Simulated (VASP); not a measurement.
# Al in VASP: notebook

Al is run at these levels: PBE; tasks: single point, relaxation of the atoms.

Program: VASP 6.6.1. These are calculated values, not measurements. Logs are shortened: lines on timing, memory, paths and dates and some standing lists are left out, and cuts for length are marked.

### Step 1. The cell of the first run

The cell holds a slab with vacuum, 3 atoms: a = 3.236 Å, b = 3.236 Å, c = 19.236 Å, α = 90.00°, β = 90.00°, γ = 90.00°.

### Step 2. Single point, PBE

INCAR reads:

```
SYSTEM = Al
PREC = Accurate ; ENCUT = 520
EDIFF = 1E-6 ; ISMEAR = -1
SIGMA = 0.1 ; LREAL = .False.
LASPH = .True. ; NELM = 100
ALGO = Normal ; ISIF = 2
LWAVE = .False. ; LCHARG = .False.
LDIPOL = .True. ; IDIPOL = 3
DIPOL = 0.5 0.5 0.500 ; GGA = PE
NBANDS = 12
```

KPOINTS reads:

```
Automatic mesh
0
Gamma
  11 11 1
  0 0 0
```

POSCAR reads:

```
Al
1.0
    3.2360515124      0.0000000000      0.0000000000
    0.0000000000      3.2360515124      0.0000000000
    0.0000000000      0.0000000000     19.2361000000
Al
3
Direct
    0.0000000000      0.0000000000      0.4166114019
    0.5000000000      0.5000000000      0.5000000010
    0.0000000000      0.0000000000      0.5833885971
```

Potentials or basis: VASP PAW PBE potentials, release 64 (Al).

The run is started by

```sh
> cat potpaw_PBE.64/Al/POTCAR > POTCAR
> mpirun -np 1 vasp_std > vasp.out
```

OUTCAR:

```text
SYSTEM = Al
   PREC = Accurate
   ENCUT = 520
   EDIFF = 1E-6
   ISMEAR = -1
   LREAL = .False.
   LASPH = .True.
   NELM = 100
   ISIF = 2
   GGA = PE

 ion  position               nearest neighbor table
   1  0.000  0.000  0.417-   2 2.79   2 2.79   2 2.79   2 2.79   3 3.21
   2  0.500  0.500  0.500-   3 2.79   3 2.79   3 2.79   3 2.79   1 2.79   1 2.79   1 2.79   1 2.79

   3  0.000  0.000  0.583-   2 2.79   2 2.79   2 2.79   2 2.79   1 3.21

  LATTYP: Found a simple tetragonal cell.
 ALAT       =     3.2360515124
 C/A-ratio  =     5.9443120501

  Lattice vectors:

 A1 = (   3.2360515124,   0.0000000000,   0.0000000000)
 A2 = (   0.0000000000,   3.2360515124,   0.0000000000)
 A3 = (   0.0000000000,   0.0000000000,  19.2361000000)

Analysis of symmetry for initial positions (statically):
=====================================================================
 Subroutine PRICEL returns:
 Original cell was already a primitive cell.

 Routine SETGRP: Setting up the symmetry group for a
 simple tetragonal supercell.

 Subroutine GETGRP returns: Found 16 space group operations
 (whereof 16 operations were pure point group operations)
 out of a pool of 16 trial point group operations.

The static configuration has the point symmetry D_4h.

Analysis of symmetry for dynamics (positions and initial velocities):
=====================================================================
 Subroutine PRICEL returns:
 Original cell was already a primitive cell.

 Routine SETGRP: Setting up the symmetry group for a
 simple tetragonal supercell.

 Subroutine GETGRP returns: Found 16 space group operations
 (whereof 16 operations were pure point group operations)
 out of a pool of 16 trial point group operations.

The dynamic configuration has the point symmetry D_4h.

 Subroutine INISYM returns: Found 16 space group operations
 (whereof 16 operations are pure point group operations),
 and found     1 'primitive' translations

----------------------------------------------------------------------------------------

                                     Primitive cell

  volume of cell :     201.4410

  direct lattice vectors                    reciprocal lattice vectors
     3.236051512  0.000000000  0.000000000     0.309018567  0.000000000  0.000000000
     0.000000000  3.236051512  0.000000000     0.000000000  0.309018567  0.000000000
     0.000000000  0.000000000 19.236100000     0.000000000  0.000000000  0.051985590

  length of vectors
     3.236051512  3.236051512 19.236100000     0.309018567  0.309018567  0.051985590

  position of ions in fractional coordinates (direct lattice)
     0.000000000  0.000000000  0.416611402
     0.500000000  0.500000000  0.500000001
     0.000000000  0.000000000  0.583388597

  ion indices of the primitive-cell ions
   primitive index   ion index
                 1           1
                 2           2
                 3           3

----------------------------------------------------------------------------------------

 KPOINTS: Automatic mesh

Automatic generation of k-mesh.
 Grid dimensions read from file:
 generate k-points for:   11   11    1

 Generating k-lattice:

  Cartesian coordinates                     Fractional coordinates (reciprocal lattice)
     0.028092597  0.000000000  0.000000000     0.090909091  0.000000000  0.000000000
     0.000000000  0.028092597  0.000000000     0.000000000  0.090909091  0.000000000
     0.000000000  0.000000000  0.051985590     0.000000000  0.000000000  1.000000000

  Length of vectors
     0.028092597  0.028092597  0.051985590

  Shift w.r.t. Gamma in fractional coordinates (k-lattice)
     0.000000000  0.000000000  0.000000000

 Subroutine IBZKPT returns following result:
 ===========================================

 Found     21 irreducible k-points:

 Following reciprocal coordinates:
            Coordinates               Weight
  0.000000  0.000000  0.000000      1.000000
  0.090909  0.000000  0.000000      4.000000
  0.181818  0.000000  0.000000      4.000000
  0.272727  0.000000  0.000000      4.000000
  0.363636  0.000000  0.000000      4.000000
  0.454545  0.000000  0.000000      4.000000
[... 13 lines left out ...]
  0.454545  0.363636  0.000000      8.000000
  0.454545  0.454545  0.000000      4.000000
   k-points           NKPTS =     21   k-points in BZ     NKDIM =     21   number of bands    NBANDS=     12
   number of dos      NEDOS =    301   number of ions     NIONS =      3
   total plane-waves  NPLWV =  82944
   dimension x,y,z NGX =    24 NGY =   24 NGZ =  144
   dimension x,y,z NGXF=    48 NGYF=   48 NGZF=  288
   ions per type =               3
   NGX,Y,Z   is equivalent  to a cutoff of  12.33, 12.33, 12.45 a.u.
   NGXF,Y,Z  is equivalent  to a cutoff of  24.66, 24.66, 24.89 a.u.
 SYSTEM =  Al
   PREC   = accura    normal or accurate (medium, high low for compatibility)
   ISTART =      0    job   : 0-new  1-cont  2-samecut
   ICHARG =      2    charge: 1-file 2-atom 10-const
   ISPIN  =      1    spin polarized calculation?
   LNONCOLLINEAR =      F non collinear calculations
   LSORBIT =      F    spin-orbit coupling
   LASPH  =      T    aspherical Exc in radial PAW
   ENCUT  =  520.0 eV  38.22 Ry    6.18 a.u.   6.02  6.02 35.77*2*pi/ulx,y,z
   NELM   =    100;   NELMIN=  2; NELMDL= -5     # of ELM steps
   EDIFF  = 0.1E-05   stopping-criterion for ELM
   LREAL  =      F    real-space projection
   EDIFFG = 0.1E-04   stopping-criterion for IOM
   NSW    =      0    number of steps for IOM
   IBRION =     -1    ionic relax: 0-MD 1-quasi-New 2-CG
   NFREE  =      0    steps in history (QN), initial steepest desc. (CG)
   ISIF   =      2    stress and relaxation
   ISYM   =      2    0-nonsym 1-usesym 2-fastsym
   POTIM  = 0.5000    time-step for ionic-motion
   TEBEG  =    0.0;   TEEND  =   0.0 temperature during run
   PSTRESS=    0.0 pullay stress
   NELECT =       9.0000    total number of electrons
   NUPDOWN=      -1.0000    fix difference up-down
   EMIN   =  10.00;   EMAX   =-10.00  energy-range for DOS
   EFERMI =   0.00;   METHOD = LEGACY
   ISMEAR =    -1;   SIGMA  =   0.10  broadening in eV -4-tet -1-fermi 0-gaus
   EFERMI_NEDOS =   21; number of points for ismear=-14 and -15
   IALGO  =     38    algorithm
   IMIX   =      4    mixing-type and parameters
     AMIX     =   0.40;   BMIX     =  1.00
     AMIX_MAG =   1.60;   BMIX_MAG =  1.00
  volume/ion in A,a.u.               =      67.15       453.13
  Fermi-wavevector in a.u.,A,eV,Ry     =   0.580907  1.097754  4.591321  0.337453
  Thomas-Fermi vector in A             =   1.625201
   LORBIT       =      0    0 simple, 1 ext, 2 COOP (PROOUT), +10 PAW based schemes
   GGA     = PE    functional components
   LHFCALC =     F    Hartree Fock is set to
   AEXX    =    0.0000 exact exchange contribution
   IVDW    =     0    specifies the selected vdW correction
   LEPSILON=     F    determine dielectric tensor
   LRPA    =     F    only Hartree local field effects (RPA)
 non-spin polarized calculation
  energy-cutoff  :      520.00
  volume of cell :      201.44
 maximum number of plane-waves:      5468
   NGX = 13   NGY = 13   NGZ = 71

 dipolmoment           0.000000      0.000000     -0.000000 electrons x Angstroem

 number of electron       9.0000000 magnetization

 dipolmoment           0.000000      0.000000      0.000000 electrons x Angstroem

 Free energy of the ion-electron system (eV)
  ---------------------------------------------------
  ext. energy  EPLUGINS =         0.00000000
  ---------------------------------------------------
  free energy    TOTEN  =        -9.65792263 eV

  energy without entropy =       -9.60416333  energy(sigma->0) =       -9.63104298

 E-fermi :  -1.0650     XC(G=0):  -3.6027

 val. band max:       -1.1007941650   @ k =   0.4545   0.4545   0.0000
 cond. band min:      -0.9588500439   @ k =   0.4545   0.1818   0.0000
 fundamental gap:      0.1419441210
 Fermi energy:        -1.0650077693

 k-point     1 :       0.0000    0.0000    0.0000
  band No.  band energies     occupation
      1     -10.7917      2.00000
      2      -7.6351      2.00000
      3      -3.8281      2.00000
      4      -0.7466      0.07952
      5       1.8619      0.00000
      6       1.8619      0.00000
      7       2.3075      0.00000
      8       3.0924      0.00000
      9       3.1379      0.00000
     10       3.4241      0.00000
     11       4.5305      0.00000
     12       4.8102      0.00000

 k-point     2 :       0.0909    0.0000    0.0000
  band No.  band energies     occupation
      1     -10.6756      2.00000
      2      -7.5211      2.00000
      3      -3.7185      2.00000
      4      -0.6486      0.03060
      5       0.3101      0.00000
      6       1.9643      0.00000
      7       2.4335      0.00000
      8       3.1874      0.00000
      9       3.4390      0.00000
     10       3.5186      0.00000
     11       3.8666      0.00000
     12       4.9108      0.00000

 k-point     3 :       0.1818    0.0000    0.0000
  band No.  band energies     occupation
      1     -10.3280      2.00000
      2      -7.1799      2.00000
      3      -3.3930      2.00000
      4      -1.6734      1.99545
      5      -0.3883      0.00230
      6       1.4961      0.00000
      7       2.2717      0.00000
      8       2.7867      0.00000
      9       3.6184      0.00000
     10       3.8726      0.00000
     11       4.3379      0.00000
     12       5.2113      0.00000

 k-point     4 :       0.2727    0.0000    0.0000
  band No.  band energies     occupation
      1      -9.7509      2.00000
      2      -6.6143      2.00000
      3      -3.5389      2.00000
      4      -2.8405      2.00000
      5      -0.6670      0.03668
      6       0.5011      0.00000
      7       2.7838      0.00000
      8       3.3604      0.00000
      9       3.5371      0.00000
     10       4.1906      0.00000
     11       4.4679      0.00000
     12       4.9454      0.00000

 k-point     5 :       0.3636    0.0000    0.0000
  band No.  band energies     occupation
      1      -8.9482      2.00000
      2      -5.8313      2.00000
      3      -5.1922      2.00000
      4      -2.1343      1.99995
      5      -2.1324      1.99995
      6       1.0607      0.00000
      7       1.9747      0.00000
      8       3.4991      0.00000
      9       4.1951      0.00000
     10       4.8130      0.00000
     11       5.2280      0.00000
     12       5.2793      0.00000
[... 183 lines left out ...]
      1      -6.9143      2.00000
      2      -5.6272      2.00000
      3      -3.8528      2.00000
      4      -2.5257      2.00000
      5      -0.7782      0.10753
      6      -0.4185      0.00311
      7       0.5090      0.00000
      8       1.7435      0.00000
      9       1.8809      0.00000
     10       3.1378      0.00000
     11       3.5148      0.00000
     12       5.0387      0.00000

 k-point    19 :       0.3636    0.3636    0.0000
  band No.  band energies     occupation
      1      -7.1277      2.00000
      2      -4.0410      2.00000
      3      -3.6695      2.00000
      4      -3.1230      2.00000
      5      -0.6665      0.03650
      6      -0.4594      0.00468
      7      -0.1280      0.00017
      8       0.2782      0.00000
      9       2.8676      0.00000
     10       3.3123      0.00000
     11       3.3722      0.00000
     12       3.7369      0.00000

 k-point    20 :       0.4545    0.3636    0.0000
  band No.  band energies     occupation
      1      -6.1277      2.00000
      2      -4.8590      2.00000
      3      -3.0755      2.00000
      4      -2.3976      2.00000
      5      -1.7895      1.99857
      6      -1.1062      1.20303
      7       0.2818      0.00000
      8       0.5540      0.00000
      9       1.9025      0.00000
     10       2.3884      0.00000
     11       3.7154      0.00000
     12       4.1679      0.00000

 k-point    21 :       0.4545    0.4545    0.0000
  band No.  band energies     occupation
      1      -5.1358      2.00000
      2      -4.1037      2.00000
      3      -3.6192      2.00000
      4      -2.4821      2.00000
      5      -2.1071      1.99994
      6      -1.1008      1.17705
      7      -0.5886      0.01692
      8       0.6236      0.00000
      9       1.0418      0.00000
     10       2.9348      0.00000
     11       3.0652      0.00000
     12       4.4024      0.00000

------------------------ aborting loop because EDIFF is reached ----------------------------------------

 vacuum level on the upper side and lower side of the slab       (xc-potential included)        -0.132        -0.132

  FORCE on cell =-STRESS in cart. coord.  units (eV):
  Direction    XX          YY          ZZ          XY          YZ          ZX
  --------------------------------------------------------------------------------------
  -------------------------------------------------------------------------------------
  Total       -2.0359352     -2.0359352     -0.0090227      0.0000000      0.0000000      0.0000000
  in kB      -16.1929753    -16.1929753     -0.0717629      0.0000000      0.0000000      0.0000000
  external PRESSURE =     -10.8192378 kB  Pullay stress =       0.0000000 kB

 VOLUME and BASIS-vectors are now :
 -----------------------------------------------------------------------------
  energy-cutoff  :      520.00
  volume of cell :      201.44
      direct lattice vectors                 reciprocal lattice vectors
     3.236051512  0.000000000  0.000000000     0.309018567  0.000000000  0.000000000
     0.000000000  3.236051512  0.000000000     0.000000000  0.309018567  0.000000000
     0.000000000  0.000000000 19.236100000     0.000000000  0.000000000  0.051985590

 POSITION                                       TOTAL-FORCE (eV/Angst)
 -----------------------------------------------------------------------------------
      0.00000      0.00000      8.01398         0.000000      0.000000      0.002185
      1.61803      1.61803      9.61805        -0.000000     -0.000000      0.000000
      0.00000      0.00000     11.22212         0.000000      0.000000     -0.002185
 -----------------------------------------------------------------------------------
    total drift:                               -0.000000      0.000000     -0.000000

  FREE ENERGIE OF THE ION-ELECTRON SYSTEM (eV)
  ---------------------------------------------------
  free  energy   TOTEN  =        -9.6579226331 eV

  energy  without entropy=       -9.6041633275  energy(sigma->0) =       -9.63104298

 vacuum level on the upper side and lower side of the slab         2.945         2.945
```

It took 60 s on 1 thread of Intel Xeon 8259CL, shared host; peak memory 0.27 GiB.

What came out:

- Free energy: -9.6579 eV
- Band gap on the k mesh: zero (an odd number of electrons rules out a gap without spin polarisation)

Forces on the atoms (eV/Å):
```
Al   0.000  0.000  0.002
Al   0.000  0.000  0.000
Al   0.000  0.000 -0.002
```

### Step 3. Relaxation of the atoms, PBE

INCAR reads:

```
SYSTEM = Al
ALGO = Normal ; DIPOL = 0.5 0.5 0.500
EDIFF = 1E-6 ; EDIFFG = -0.01
ENCUT = 520 ; GGA = PE
IBRION = 2 ; IDIPOL = 3
ISIF = 2 ; ISMEAR = -1
LASPH = .TRUE. ; LCHARG = .FALSE.
LDIPOL = .TRUE. ; LREAL = .FALSE.
LWAVE = .FALSE. ; NELM = 80
NSW = 60 ; PREC = Accurate
SIGMA = 0.1
```

KPOINTS reads:

```
k-points
0
G
  11 11 1
  0 0 0
```

POSCAR reads:

```
Al
1.0
    3.2360515124      0.0000000000      0.0000000000
    0.0000000000      3.2360515124      0.0000000000
    0.0000000000      0.0000000000     19.2361000000
Al
3
Direct
    0.0000000000      0.0000000000      0.4158859771
    0.5000000000      0.5000000000      0.5000000000
    0.0000000000      0.0000000000      0.5841140229
```

Potentials or basis: VASP PAW PBE potentials, release 64 (Al).

The run is started by

```sh
> cat potpaw_PBE.64/Al/POTCAR > POTCAR
> mpirun -np 1 vasp_std > vasp.out
```

Run time: 80 s. Hardware: 1 thread of Intel Xeon 8259CL, shared host; peak memory 0.28 GiB.

Results (log left out):

```yaml
Free_energy: -9.6579 eV
Energy_gained_by_relaxing: 0.2 meV/atom
Ionic_steps: 5
Band_gap_on_the_k_mesh: zero (an odd number of electrons rules out a gap without spin polarisation)
```

Step by step:
```
step  energy change (eV)  largest force (eV/Å)  pressure (GPa)
   1              0.0000                0.0437           -1.18
   2             -0.0002                0.0375           -1.16
   3             -0.0005                0.0188           -1.12
   4             -0.0005                0.0193           -1.03
   5             -0.0007                0.0001           -1.08
```

Final structure:
```
Al
1.0
     3.23605    0.00000    0.00000
     0.00000    3.23605    0.00000
     0.00000    0.00000   19.23610
Al
3
Direct
  0.00000 0.00000 0.41665
  0.50000 0.50000 0.50000
  0.00000 0.00000 0.58335
```

Levels at points of the mesh, in eV from the Fermi level:
```csv
k point,band 1,band 2,band 3,band 4,band 5,band 6,band 7,band 8
"(0.00, 0.00, 0.00)",-9.73,-6.57,-2.76,0.32,2.92,2.92,3.38,4.16
```

### Step 4. Relaxation of the atoms, PBE

INCAR reads:

```
SYSTEM = Al
PREC = Accurate ; ENCUT = 520
EDIFF = 1E-6 ; ISMEAR = -1
SIGMA = 0.1 ; LREAL = .FALSE.
LASPH = .TRUE. ; NELM = 80
ALGO = Normal ; ISIF = 2
LWAVE = .FALSE. ; LCHARG = .FALSE.
LDIPOL = .TRUE. ; IDIPOL = 3
DIPOL = 0.5 0.5 0.500 ; GGA = PE
IBRION = 2 ; NSW = 32
EDIFFG = -0.01
```

KPOINTS reads:

```
Automatic mesh
0
G
  11 11 1
  0 0 0
```

POSCAR reads:

```
Al
1.0
    3.2360515124      0.0000000000      0.0000000000
    0.0000000000      3.2360515124      0.0000000000
    0.0000000000      0.0000000000     19.2361000000
Al
3
Direct
    0.0000000000      0.0000000000      0.4166114019
    0.5000000000      0.5000000000      0.5000000010
    0.0000000000      0.0000000000      0.5833885971
```

The run is started by

```sh
> cat potpaw_PBE.64/Al/POTCAR > POTCAR
> mpirun -np 1 vasp_std > vasp.out
```

It took 43 s on 1 thread of Intel Xeon 8259CL, shared host; peak memory 0.27 GiB.

The run converged. Its results:

* Free energy: -9.6579 eV
* Band gap on the k mesh: zero (an odd number of electrons rules out a gap without spin polarisation)

Forces on the atoms (eV/Å):
```
Al   0.000  0.000  0.002
Al   0.000  0.000  0.000
Al   0.000  0.000 -0.002
```

Final structure:
```
CELL_PARAMETERS angstrom
3.23605 0.00000 0.00000
0.00000 3.23605 0.00000
0.00000 0.00000 19.23610
ATOMIC_POSITIONS crystal
Al 0.00000 0.00000 0.41661
Al 0.50000 0.50000 0.50000
Al 0.00000 0.00000 0.58339
```

Levels at points of the mesh, in eV from the Fermi level:
```
           k point  band 2  band 3  band 4  band 5  band 6  band 7
(0.00, 0.00, 0.00)   -6.57   -2.76    0.32    2.93    2.93    3.37
```

Caveat: the relaxation stopped at its first step, so nothing moved.

### Step 5. The runs side by side

| task | cell | gap on the mesh (eV) |
| --- | --- | --- |
| single point | as given, atomic positions A | none |
| relaxation of the atoms | atoms relaxed, atomic positions B | none |
| relaxation of the atoms | atoms relaxed, atomic positions A | none |

Alike in all rows: level PBE; potentials or basis VASP PAW PBE potentials, release 64 (Al); no spin polarisation; k mesh 11 × 11 × 1; cutoff (eV) 520; smearing fermi-dirac 0.1 eV.

Caveats: the relaxation stopped at its first step, so nothing moved (at least some runs).

Total energies depend on the potentials used, so only differences within one code and one set of settings carry meaning.

The gap in the log of VASP goes by the Fermi energy; the results here count the filled bands.